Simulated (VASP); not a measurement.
# Ta (Im-3m) in VASP: further runs, part 2 of 2

VASP 6.6.1.

**4. Relaxation of cell and atoms, r2SCAN, non-collinear spin, zero start, spin-orbit coupling**

POSCAR

```
Ta
1.0
   -1.6441670000      1.6441670000      1.6441670000
    1.6441670000     -1.6441670000      1.6441670000
    1.6441670000      1.6441670000     -1.6441670000
Ta
1
Direct
    0.0000000000      0.0000000000      0.0000000000
```

INCAR.step1

```
ALGO = Normal
EDIFF = 1E-5
EDIFFG = -0.005
ENCUT = 550
GGA = PE
GGA_COMPAT = F
IBRION = 2
ISIF = 3
ISMEAR = 0
LASPH = T
LCHARG = F
LMAXMIX = 4
LREAL = F
LSORBIT = T
LWAVE = T
MAGMOM = 0 0 0
NELM = 200
NELMIN = 4
NSW = 100
PREC = Accurate
SIGMA = 0.1541
```

INCAR.step2

```
ALGO = Normal
EDIFF = 1E-7
EDIFFG = -0.01
ENCUT = 550
GGA_COMPAT = F
IBRION = 2
ISIF = 3
ISMEAR = 0
ISTART = 1
LASPH = T
LCHARG = F
LMAXMIX = 4
LMIXTAU = T
LORBIT = 11
LORBMOM = T
LREAL = F
LSORBIT = T
LWAVE = F
MAGMOM = 0 0 0
METAGGA = R2SCAN
NELM = 200
NELMIN = 4
NSW = 60
PREC = Accurate
SIGMA = 0.1541
```

KPOINTS

```
k-points
0
Gamma
  8 8 8
```

Potentials or basis: VASP PAW PBE potentials, release 64 (Ta_pv).

The run is started by

```bash
$ cat potpaw_PBE.64/Ta_pv/POTCAR > POTCAR
$ cp INCAR.step1 INCAR
$ mpirun -np 1 vasp_ncl > vasp.out
$ cp INCAR.step2 INCAR
$ mpirun -np 1 vasp_ncl > vasp.out
```

OUTCAR:

```text
EDIFF = 1E-7
   EDIFFG = -0.01
   ENCUT = 550
   IBRION = 2
   ISIF = 3
   ISMEAR = 0
   ISTART = 1
   LASPH = T
   LORBIT = 11
   LREAL = F
   LSORBIT = T
   METAGGA = R2SCAN
   NELM = 200
   NELMIN = 4
   NSW = 60
   PREC = Accurate

 ion  position               nearest neighbor table
   1  0.000  0.000  0.000-

  LATTYP: Found a body centered cubic cell.
 ALAT       =     3.2883340000

  Lattice vectors:

 A1 = (  -1.6441670000,   1.6441670000,   1.6441670000)
 A2 = (   1.6441670000,  -1.6441670000,   1.6441670000)
 A3 = (   1.6441670000,   1.6441670000,  -1.6441670000)

Analysis of symmetry for initial positions (statically):
=====================================================================
 Subroutine PRICEL returns:
 Original cell was already a primitive cell.

 Routine SETGRP: Setting up the symmetry group for a
 body centered cubic supercell.

 Subroutine GETGRP returns: Found 48 space group operations
 (whereof 48 operations were pure point group operations)
 out of a pool of 48 trial point group operations.

The static configuration has the point symmetry O_h .

Analysis of symmetry for dynamics (positions and initial velocities):
=====================================================================
 Subroutine PRICEL returns:
 Original cell was already a primitive cell.
[... 808 lines left out ...]

  energy  without entropy=      -49.2751269433  energy(sigma->0) =      -49.28099163

 reached required accuracy - stopping structural energy minimisation

 orbital moment (x)

 # of ion     p       d       tot
 ----------------------------------------
  1        -0.000  -0.000  -0.000
 ----------------------------------------
           -0.000  -0.000  -0.000

 orbital moment (y)

 # of ion     p       d       tot
 ----------------------------------------
  1        -0.000   0.000   0.000
 ----------------------------------------
           -0.000   0.000   0.000

 orbital moment (z)

 # of ion     p       d       tot
 ----------------------------------------
  1         0.000   0.000   0.000
 ----------------------------------------
            0.000   0.000   0.000

 Spin-Orbit-Coupling matrix elements

 Ion:    1  E_soc:     -1.3617884
 l=   1
     0.0000000    -0.2063501    -0.2063501
    -0.2063501     0.0000000    -0.2063501
    -0.2063501    -0.2063501     0.0000000
 l=   2
     0.0000000    -0.0051153     0.0000000    -0.0051153    -0.0154993
    -0.0051153     0.0000000    -0.0116245    -0.0051153    -0.0038748
     0.0000000    -0.0116245     0.0000000    -0.0116245     0.0000000
    -0.0051153    -0.0051153    -0.0116245     0.0000000    -0.0038748
    -0.0154993    -0.0038748     0.0000000    -0.0038748     0.0000000
 l=   3
     0.0000000     0.0000000     0.0000000     0.0000000     0.0000000     0.0000000     0.0000000
     0.0000000     0.0000000     0.0000000     0.0000000     0.0000000     0.0000000     0.0000000
     0.0000000     0.0000000     0.0000000     0.0000000     0.0000000     0.0000000     0.0000000
     0.0000000     0.0000000     0.0000000     0.0000000     0.0000000     0.0000000     0.0000000
     0.0000000     0.0000000     0.0000000     0.0000000     0.0000000     0.0000000     0.0000000
     0.0000000     0.0000000     0.0000000     0.0000000     0.0000000     0.0000000     0.0000000
     0.0000000     0.0000000     0.0000000     0.0000000     0.0000000     0.0000000     0.0000000

 total charge

# of ion       s       p       d       tot
------------------------------------------
    1        0.380   6.167   2.434   8.982

 magnetization (x)

# of ion       s       p       d       tot
------------------------------------------
    1        0.000   0.000  -0.000  -0.000

 magnetization (y)

# of ion       s       p       d       tot
------------------------------------------
    1       -0.000   0.000   0.000  -0.000

 magnetization (z)

# of ion       s       p       d       tot
------------------------------------------
    1       -0.000   0.000  -0.000  -0.000
```

OUTCAR.step1:

```text
EDIFF = 1E-5
   EDIFFG = -0.005
   ENCUT = 550
   GGA = PE
   IBRION = 2
   ISIF = 3
   ISMEAR = 0
   LASPH = T
[... 893 lines left out ...]
     0.0000000     0.0000000     0.0000000     0.0000000     0.0000000     0.0000000     0.0000000
     0.0000000     0.0000000     0.0000000     0.0000000     0.0000000     0.0000000     0.0000000
     0.0000000     0.0000000     0.0000000     0.0000000     0.0000000     0.0000000     0.0000000
     0.0000000     0.0000000     0.0000000     0.0000000     0.0000000     0.0000000     0.0000000
     0.0000000     0.0000000     0.0000000     0.0000000     0.0000000     0.0000000     0.0000000

=======================================================================

 ========================================================
```

OSZICAR.step1:

```text
N       E                     dE             d eps       ncg     rms          rms(c)
DAV:   1     0.885364756920E+02    0.88536E+02   -0.65197E+03  1044   0.131E+03
DAV:   2    -0.105835929873E+02   -0.99120E+02   -0.97148E+02  1304   0.375E+02
DAV:   3    -0.129798866297E+02   -0.23963E+01   -0.23648E+01  1214   0.539E+01
DAV:   4    -0.129973819774E+02   -0.17495E-01   -0.17474E-01  1182   0.479E+00
[... 27 lines left out ...]
DAV:   1    -0.125565600997E+02   -0.11548E-04   -0.29932E-04  1100   0.259E-01    0.263E-02
DAV:   2    -0.125565524074E+02    0.76923E-05   -0.10873E-05   788   0.422E-02    0.949E-03
DAV:   3    -0.125565507779E+02    0.16295E-05   -0.67186E-06   572   0.311E-02    0.498E-03
DAV:   4    -0.125565509922E+02   -0.21425E-06   -0.42862E-07   528   0.836E-03
   4 F= -.12556551E+02 E0= -.12551048E+02  d E =-.420022E-02  mag=     0.0000    -0.0000     0.0000
```

Run time: 2.2 min. Hardware: 1 thread of Intel Xeon 6975P-C (Granite Rapids), shared host; peak memory 0.23 GiB.

Results:

```
Free energy                                           : -49.2869 eV
Relaxed volume                                        : 17.88 Å³/atom
Relaxed cell                                          : a = 2.853 Å, b = 2.853 Å, c = 2.853 Å, α = 109.47°, β = 109.47°, γ = 109.47°
Space group after relaxing (to 0.05 Å)                : Im-3m (No. 229)
Energy gained by relaxing                             : 0.4 meV/atom
Ionic steps                                           : 3
Pressure after relaxing                               : 0.0 GPa
Net moment                                            : 0.00 μB per cell
Valence electrons inside the program's atomic spheres : Ta 8.98
```

Step by step:
| step | energy change (eV) | largest force (eV/Å) | pressure (GPa) | volume (Å³) |
| --- | --- | --- | --- | --- |
| 1 | 0.0000 | 0.0000 | 1.22 | 17.78 |
| 2 | 0.0018 | 0.0000 | -2.74 | 18.13 |
| 3 | -0.0004 | 0.0000 | 0.01 | 17.88 |

Final structure:
```xyz
1
Lattice="-1.6473 1.6473 1.6473 1.6473 -1.6473 1.6473 1.6473 1.6473 -1.6473" Properties=species:S:1:pos:R:3 pbc="T T T"
Ta    0.0000    0.0000    0.0000
```

Moments on the atoms (μB; x, y, z):
```
Ta  0.00 0.00 0.00
```

Caveat: the PAW data sets were made with another functional, which shifts forces and pressure a little.

**5. Summary**

| task | spin | cell | pressure (GPa) | moment (μB) | relaxed volume (Å³/atom) |
| --- | --- | --- | --- | --- | --- |
| relaxation of cell and atoms | off | relaxed from a = 2.848 Å, angles 109.5°, 1 atom | 0.0 | - | 17.90 |
| single point | non-collinear, zero start, SOC | a = 2.851 Å, angles 109.5°, 1 atom | 0.4 | 0.00 | - |
| relaxation of cell and atoms | non-collinear, zero start, SOC | relaxed from a = 2.848 Å, angles 109.5°, 1 atom | 0.0 | 0.00 | 17.88 |

Alike in all rows: level r2SCAN; potentials or basis VASP PAW PBE potentials, release 64 (Ta_pv); k mesh 8 × 8 × 8; cutoff (eV) 550; smearing gaussian 0.1541 eV.

Caveats: the PAW data sets were made with another functional, which shifts forces and pressure a little.

Absolute energies hang on the potentials; compare differences alone.
